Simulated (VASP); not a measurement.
# Ru in VASP: notebook

The runs below take Ru through single point, with PBE, HSE06, PBE0.

Program: VASP 6.6.1. These are calculated values, not measurements. Logs are shortened: lines on timing, memory, paths and dates and some standing lists are left out, and cuts for length are marked.

### 1 The cell of the first run

The cell holds a single atom in a box, 1 atom: a = 14.000 Å, b = 14.400 Å, c = 14.800 Å, α = 90.00°, β = 90.00°, γ = 90.00°.

### 2 Single point, PBE, collinear spin, ferromagnetic start

INCAR reads:

```
SYSTEM = Ru
PREC = Accurate
ENCUT = 520
EDIFF = 1E-7
ISMEAR = -1
SIGMA = 0.01
LREAL = .FALSE.
LASPH = .TRUE.
NELM = 150
ALGO = Normal
ISIF = 2
LWAVE = .FALSE.
LCHARG = .FALSE.
ISPIN = 2
MAGMOM = 4
LORBIT = 11
LMAXMIX = 4
GGA = PE
ISYM = 0
NBANDS = 17
```

KPOINTS reads:

```
Automatic mesh
0
G
  1 1 1
  0 0 0
```

POSCAR reads:

```
Ru
1.0
   14.0000000000      0.0000000000      0.0000000000
    0.0000000000     14.4000000000      0.0000000000
    0.0000000000      0.0000000000     14.8000000000
Ru
1
Direct
    0.5000000000      0.5000000000      0.5000000000
```

Potentials or basis: VASP PAW PBE potentials, release 64 (Ru_pv).

On the command line:

```sh
$ cat potpaw_PBE.64/Ru_pv/POTCAR > POTCAR
$ mpirun -np 1 vasp_gam > vasp.out
```

OUTCAR:

```text
SYSTEM = Ru
   PREC = Accurate
   ENCUT = 520
   EDIFF = 1E-7
   ISMEAR = -1
   LREAL = .FALSE.
   LASPH = .TRUE.
   NELM = 150
   ISIF = 2
   ISPIN = 2
   LORBIT = 11
   GGA = PE
   ISYM = 0

 ion  position               nearest neighbor table
   1  0.500  0.500  0.500-

IMPORTANT INFORMATION: All symmetrisations will be switched off!
NOSYMM: (Re-)initialisation of all symmetry stuff for point group C_1.

----------------------------------------------------------------------------------------

                                     Primitive cell

  volume of cell :    2983.6800

  direct lattice vectors                    reciprocal lattice vectors
    14.000000000  0.000000000  0.000000000     0.071428571  0.000000000  0.000000000
     0.000000000 14.400000000  0.000000000     0.000000000  0.069444444  0.000000000
     0.000000000  0.000000000 14.800000000     0.000000000  0.000000000  0.067567568

  length of vectors
    14.000000000 14.400000000 14.800000000     0.071428571  0.069444444  0.067567568

  position of ions in fractional coordinates (direct lattice)
     0.500000000  0.500000000  0.500000000

  ion indices of the primitive-cell ions
   primitive index   ion index
                 1           1

----------------------------------------------------------------------------------------

 KPOINTS: Automatic mesh

Automatic generation of k-mesh.
 Grid dimensions read from file:
 generate k-points for:    1    1    1

 Generating k-lattice:

  Cartesian coordinates                     Fractional coordinates (reciprocal lattice)
     0.071428571  0.000000000  0.000000000     1.000000000  0.000000000  0.000000000
     0.000000000  0.069444444  0.000000000     0.000000000  1.000000000  0.000000000
     0.000000000  0.000000000  0.067567568     0.000000000  0.000000000  1.000000000

  Length of vectors
     0.071428571  0.069444444  0.067567568

  Shift w.r.t. Gamma in fractional coordinates (k-lattice)
     0.000000000  0.000000000  0.000000000

 Subroutine IBZKPT returns following result:
 ===========================================

 Found      1 irreducible k-points:

 Following reciprocal coordinates:
            Coordinates               Weight
  0.000000  0.000000  0.000000      1.000000
   k-points           NKPTS =      1   k-points in BZ     NKDIM =      1   number of bands    NBANDS=     17
   number of dos      NEDOS =    301   number of ions     NIONS =      1
   total plane-waves  NPLWV = ******
   dimension x,y,z NGX =   108 NGY =  108 NGZ =  112
   dimension x,y,z NGXF=   216 NGYF=  216 NGZF=  224
   ions per type =               1
   NGX,Y,Z   is equivalent  to a cutoff of  12.82, 12.47, 12.58 a.u.
   NGXF,Y,Z  is equivalent  to a cutoff of  25.65, 24.94, 25.16 a.u.
 SYSTEM =  Ru
   PREC   = accura    normal or accurate (medium, high low for compatibility)
   ISTART =      0    job   : 0-new  1-cont  2-samecut
   ICHARG =      2    charge: 1-file 2-atom 10-const
   ISPIN  =      2    spin polarized calculation?
   LNONCOLLINEAR =      F non collinear calculations
   LSORBIT =      F    spin-orbit coupling
   LASPH  =      T    aspherical Exc in radial PAW
   ENCUT  =  520.0 eV  38.22 Ry    6.18 a.u.  26.03 26.77 27.52*2*pi/ulx,y,z
   NELM   =    150;   NELMIN=  2; NELMDL= -5     # of ELM steps
   EDIFF  = 0.1E-06   stopping-criterion for ELM
   LREAL  =      F    real-space projection
   EDIFFG = 0.1E-05   stopping-criterion for IOM
   NSW    =      0    number of steps for IOM
   IBRION =     -1    ionic relax: 0-MD 1-quasi-New 2-CG
   NFREE  =      0    steps in history (QN), initial steepest desc. (CG)
   ISIF   =      2    stress and relaxation
   ISYM   =      0    0-nonsym 1-usesym 2-fastsym
   POTIM  = 0.5000    time-step for ionic-motion
   TEBEG  =    0.0;   TEEND  =   0.0 temperature during run
   PSTRESS=    0.0 pullay stress
   NELECT =      14.0000    total number of electrons
   NUPDOWN=      -1.0000    fix difference up-down
   EMIN   =  10.00;   EMAX   =-10.00  energy-range for DOS
   EFERMI =   0.00;   METHOD = LEGACY
   ISMEAR =    -1;   SIGMA  =   0.01  broadening in eV -4-tet -1-fermi 0-gaus
   EFERMI_NEDOS =   21; number of points for ismear=-14 and -15
   IALGO  =     38    algorithm
   IMIX   =      4    mixing-type and parameters
     AMIX     =   0.40;   BMIX     =  1.00
     AMIX_MAG =   1.60;   BMIX_MAG =  1.00
  volume/ion in A,a.u.               =    2983.68     20134.87
  Fermi-wavevector in a.u.,A,eV,Ry     =   0.274073  0.517923  1.022018  0.075116
  Thomas-Fermi vector in A             =   1.116316
   LORBIT       =     11    0 simple, 1 ext, 2 COOP (PROOUT), +10 PAW based schemes
   GGA     = PE    functional components
   LHFCALC =     F    Hartree Fock is set to
   AEXX    =    0.0000 exact exchange contribution
   IVDW    =     0    specifies the selected vdW correction
   LEPSILON=     F    determine dielectric tensor
   LRPA    =     F    only Hartree local field effects (RPA)
 spin polarized calculation
  energy-cutoff  :      520.00
  volume of cell :     2983.68
 maximum number of plane-waves:     40220
 NGX is ok and might be reduce to   108
   NGX = 53   NGY = 53   NGZ = 55

 number of electron      13.9999995 magnetization       3.9999999

 Free energy of the ion-electron system (eV)
  ---------------------------------------------------
  ext. energy  EPLUGINS =         0.00000000
  ---------------------------------------------------
  free energy    TOTEN  =        -2.47520747 eV

  energy without entropy =       -2.47520747  energy(sigma->0) =       -2.47520747

 E-fermi :  -3.8697     XC(G=0):  -0.3750

 val. band max:       -4.1339907968   @ k =   0.0000   0.0000   0.0000
 cond. band min:      -3.3208952204   @ k =   0.0000   0.0000   0.0000
 fundamental gap:      0.8130955764
 Fermi energy:        -3.8697304214

 spin component 1

 k-point     1 :       0.0000    0.0000    0.0000
  band No.  band energies     occupation
      1     -46.9996      1.00000
      2     -46.9990      1.00000
      3     -46.9982      1.00000
      4      -6.1683      1.00000
      5      -6.1681      1.00000
      6      -6.1677      1.00000
[... 9 lines left out ...]
     16       0.6888      0.00000
     17       0.7032      0.00000
 Fermi energy:        -3.8697304214

 spin component 2

 k-point     1 :       0.0000    0.0000    0.0000
  band No.  band energies     occupation
      1     -44.8980      1.00000
      2     -44.8976      1.00000
      3     -44.8972      1.00000
      4      -4.1342      1.00000
      5      -4.1340      1.00000
      6      -3.3209      0.00000
[... 9 lines left out ...]
     16       0.8768      0.00000
     17       0.9158      0.00000

------------------------ aborting loop because EDIFF is reached ----------------------------------------

  FORCE on cell =-STRESS in cart. coord.  units (eV):
  Direction    XX          YY          ZZ          XY          YZ          ZX
  --------------------------------------------------------------------------------------
  -------------------------------------------------------------------------------------
  Total       -0.0100430     -0.0138077     -0.0157480      0.0016805     -0.0022527     -0.0012329
  in kB       -0.0053929     -0.0074144     -0.0084564      0.0009024     -0.0012097     -0.0006621
  external PRESSURE =      -0.0070879 kB  Pullay stress =       0.0000000 kB

 VOLUME and BASIS-vectors are now :
 -----------------------------------------------------------------------------
  energy-cutoff  :      520.00
  volume of cell :     2983.68
      direct lattice vectors                 reciprocal lattice vectors
    14.000000000  0.000000000  0.000000000     0.071428571  0.000000000  0.000000000
     0.000000000 14.400000000  0.000000000     0.000000000  0.069444444  0.000000000
     0.000000000  0.000000000 14.800000000     0.000000000  0.000000000  0.067567568

 POSITION                                       TOTAL-FORCE (eV/Angst)
 -----------------------------------------------------------------------------------
      7.00000      7.20000      7.40000         0.000000     -0.000000      0.000000
 -----------------------------------------------------------------------------------
    total drift:                                0.000000     -0.000000      0.000000

  FREE ENERGIE OF THE ION-ELECTRON SYSTEM (eV)
  ---------------------------------------------------
  free  energy   TOTEN  =        -2.4752074709 eV

  energy  without entropy=       -2.4752074709  energy(sigma->0) =       -2.47520747

 total charge

# of ion       s       p       d       tot
------------------------------------------
    1        0.278   5.962   5.996  12.235

 magnetization (x)

# of ion       s       p       d       tot
------------------------------------------
    1        0.278   0.005   2.611   2.894
```

Run time: 15 min. Hardware: 1 thread of Intel Xeon Platinum 8488C (Sapphire Rapids), shared host; peak memory 2.9 GiB.

What came out:

```
Free energy                                           : -2.4752 eV
Pressure                                              : 0.0 GPa
Band gap on the k mesh                                : 0.81 eV
Net moment                                            : 4.00 μB per cell
Site moments                                          : Ru +2.89 μB
Valence electrons inside the program's atomic spheres : Ru 12.23
```

### 3 Single point, HSE06, collinear spin, ferromagnetic start

POSCAR is that of step 2.

INCAR.step1 reads:

```
SYSTEM = Ru
PREC = Accurate ; ENCUT = 520
EDIFF = 1E-5 ; ISMEAR = -1
SIGMA = 0.01 ; LREAL = .FALSE.
LASPH = .TRUE. ; NELM = 150
ALGO = Normal ; ISIF = 2
LWAVE = .TRUE. ; LCHARG = .FALSE.
ISPIN = 2 ; MAGMOM = 4
LORBIT = 11 ; LMAXMIX = 4
NBANDS = 17 ; GGA = PE
ISYM = 0
```

INCAR.step2 reads:

```
SYSTEM = Ru
PREC = Accurate ; ENCUT = 520
EDIFF = 1E-7 ; ISMEAR = -1
SIGMA = 0.01 ; LREAL = .FALSE.
LASPH = .TRUE. ; NELM = 150
ALGO = Normal ; ISIF = 2
LWAVE = .FALSE. ; LCHARG = .FALSE.
ISPIN = 2 ; MAGMOM = 4
LORBIT = 11 ; LMAXMIX = 4
GGA = PE ; LHFCALC = .TRUE.
HFSCREEN = 0.2079 ; PRECFOCK = Normal
NBANDS = 17 ; ISTART = 1
ISYM = 0
```

KPOINTS reads:

```
regular mesh
0
G
  1 1 1
  0 0 0
```

Potentials or basis: VASP PAW PBE potentials, release 64 (Ru_pv).

On the command line:

```sh
$ cat potpaw_PBE.64/Ru_pv/POTCAR > POTCAR
$ cp INCAR.step1 INCAR
$ mpirun -np 1 vasp_gam > vasp.out
$ cp INCAR.step2 INCAR
$ mpirun -np 1 vasp_gam > vasp.out
```

Wall time 68 min (1 thread of Intel Xeon Platinum 8488C (Sapphire Rapids), shared host); peak memory 2.9 GiB.

Results (log left out):

* Free energy: -5.5717 eV
* Pressure: 0.0 GPa
* Band gap on the k mesh: 2.29 eV
* Net moment: 4.00 μB per cell
* Site moments: Ru +2.91 μB
* Valence electrons inside the program's atomic spheres: Ru 12.29

Levels at points of the mesh, in eV from the valence-band top:
Spin up:
| k point | band 5 | band 6 | band 7 | band 8 | band 9 | band 10 | band 11 | band 12 | band 13 | band 14 |
| --- | --- | --- | --- | --- | --- | --- | --- | --- | --- | --- |
| (0.00, 0.00, 0.00) | -2.45 | -2.45 | -1.65 | -1.65 | 0.00 | 3.96 | 3.96 | 3.97 | 4.72 | 5.38 |
Spin down:
```csv
k point,band 3,band 4,band 5,band 6,band 7,band 8
"(0.00, 0.00, 0.00)",-42.46,-0.24,-0.24,2.29,3.11,3.11
```

Caveat: the PAW data sets were made with another functional, which shifts forces and pressure a little.

### 4 Single point, PBE0, collinear spin, ferromagnetic start

POSCAR is that of step 3.

INCAR.step1 reads:

```
PREC     = Accurate       # precision mode
ENCUT    = 520            # plane-wave cutoff, eV
EDIFF    = 1E-5           # SCF threshold, eV
ISMEAR   = -1             # smearing method
SIGMA    = 0.01           # smearing width, eV
LREAL    = F              # projectors in reciprocal space
LASPH    = T              # aspherical terms in the spheres
NELM     = 150            # most SCF steps
ALGO     = Normal         # electronic algorithm
ISIF     = 2              # what is computed and relaxed
LWAVE    = T              # write WAVECAR
LCHARG   = F              # write CHGCAR
ISPIN    = 2              # spin polarisation
MAGMOM   = 4              # initial moments
LORBIT   = 11             # projections on sites
LMAXMIX  = 4              # l up to which the mixer works
GGA      = PE             # functional
ISYM     = 0            
NBANDS   = 17             # bands
```

INCAR.step2 reads:

```
PREC     = Accurate       # precision mode
ENCUT    = 520            # plane-wave cutoff, eV
EDIFF    = 1E-6           # SCF threshold, eV
ISMEAR   = -1             # smearing method
SIGMA    = 0.01           # smearing width, eV
LREAL    = F              # projectors in reciprocal space
LASPH    = T              # aspherical terms in the spheres
NELM     = 150            # most SCF steps
ALGO     = Normal         # electronic algorithm
ISIF     = 2              # what is computed and relaxed
LWAVE    = F              # write WAVECAR
LCHARG   = F              # write CHGCAR
ISPIN    = 2              # spin polarisation
MAGMOM   = 4              # initial moments
LORBIT   = 11             # projections on sites
LMAXMIX  = 4              # l up to which the mixer works
GGA      = PE             # functional
LHFCALC  = T              # exact exchange
AEXX     = 0.25           # exact-exchange fraction
PRECFOCK = Normal       
ISTART   = 1            
ISYM     = 0            
NBANDS   = 17             # bands
```

KPOINTS reads:

```
regular mesh
0
Gamma
  1 1 1
```

On the command line:

```sh
$ cat potpaw_PBE.64/Ru_pv/POTCAR > POTCAR
$ cp INCAR.step1 INCAR
$ mpirun -np 1 vasp_gam > vasp.out
$ cp INCAR.step2 INCAR
$ mpirun -np 1 vasp_gam > vasp.out
```

Wall time 31 min (1 thread of Intel Xeon Platinum 8488C (Sapphire Rapids), shared host); peak memory 2.9 GiB.

The run converged. Its results:

```
Free energy                                           : -6.6419 eV
Pressure                                              : 0.0 GPa
Band gap on the k mesh                                : 3.05 eV
Net moment                                            : 4.00 μB per cell
Site moments                                          : Ru +2.91 μB
Valence electrons inside the program's atomic spheres : Ru 12.29
```

Levels at points of the mesh, in eV from the valence-band top:
Spin up:
| k point | band 5 | band 6 | band 7 | band 8 | band 9 | band 10 | band 11 | band 12 | band 13 | band 14 |
| --- | --- | --- | --- | --- | --- | --- | --- | --- | --- | --- |
| (0.00, 0.00, 0.00) | -2.47 | -2.47 | -1.67 | -1.67 | 0.00 | 4.67 | 4.68 | 4.68 | 5.15 | 5.80 |
Spin down:
| k point | band 2 | band 3 | band 4 | band 5 | band 6 | band 7 | band 8 | band 9 |
| --- | --- | --- | --- | --- | --- | --- | --- | --- |
| (0.00, 0.00, 0.00) | -42.49 | -42.49 | -0.26 | -0.26 | 3.05 | 3.91 | 3.91 | 3.91 |

Caveat: the PAW data sets were made with another functional, which shifts forces and pressure a little.

### 5 The runs side by side

| level | grid for exact exchange (PRECFOCK) | share of exact exchange | screening parameter | gap on the mesh (eV) | pressure (GPa) | moment (μB) |
| --- | --- | --- | --- | --- | --- | --- |
| PBE | - | - | - | 0.81 | 0.0 | 4.00 |
| HSE06 | Normal | 0.25 | 0.2079 1/Å | 2.29 | 0.0 | 4.00 |
| PBE0 | Normal | 0.25 | - | 3.05 | 0.0 | 4.00 |

Alike in all rows: task single point; potentials or basis VASP PAW PBE potentials, release 64 (Ru_pv); spin collinear, ferromagnetic start; cell as given; k mesh 1 × 1 × 1; cutoff (eV) 520; smearing fermi-dirac 0.01 eV.

On the cell as given the gap runs from 0.81 eV (PBE) to 3.05 eV (PBE0).

Caveats: the PAW data sets were made with another functional, which shifts forces and pressure a little (at least some runs).

Absolute energies hang on the potentials; compare differences alone.
